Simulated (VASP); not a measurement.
Wanted: the native input for a VASP 6.6.1 run.

| Item | Value |
| --- | --- |
| Task | single point |
| Functional | PBE |
| Potentials or basis | VASP PAW PBE potentials, release 64 (Si, As) |
| Cutoff | 520 eV |
| k mesh | 6 × 6 × 4 |
| Occupations | gaussian, width 0.1 eV |
| Spin | no spin polarisation |
| Dipole correction | no |
| Further INCAR settings | ALGO = Normal; EDIFF = 1e-07; NBANDS = 24 |

The structure of SiAs5 lies in POSCAR:

```
SiAs5
1.0
    5.3409499268      0.0000000000      0.0000000000
   -2.6704749634      4.6253983169      0.0000000000
    0.0000000000      0.0000000000      5.1105629637
Si As
1 5
Direct
    0.0000000000      0.0000000000      0.0000000000
    0.5000000000      0.0000000000      0.5000000000
    0.5000000000      0.5000000000      0.5000000000
    0.0000000000      0.5000000000      0.5000000000
    0.3333333333      0.6666666667      0.0000000000
    0.6666666667      0.3333333333      0.0000000000
```

One way to write it, as run:

INCAR

```
PREC = Accurate
ENCUT = 520
EDIFF = 1E-7
ISMEAR = 0
SIGMA = 0.1
LREAL = F
LASPH = T
NELM = 60
ALGO = Normal
ISIF = 2
LWAVE = F
LCHARG = T
GGA = PE
LELF = T
LVHAR = T
NBANDS = 24
```

KPOINTS

```
regular mesh
0
Gamma
  6 6 4
```

Potentials or basis: VASP PAW PBE potentials, release 64 (Si, As).

Launch:

```bash
$ cat potpaw_PBE.64/Si/POTCAR potpaw_PBE.64/As/POTCAR > POTCAR
$ mpirun -np 1 vasp_std > vasp.out
```

It gave:

```json
{
  "Pressure": "0.1 GPa"
}
```

Run time: 64 s on 1 thread of Intel(R) Xeon(R) Platinum 8259CL CPU @ 2.50GHz (Skylake/Cascade Lake) (shared host), peak memory 0.26 GiB.
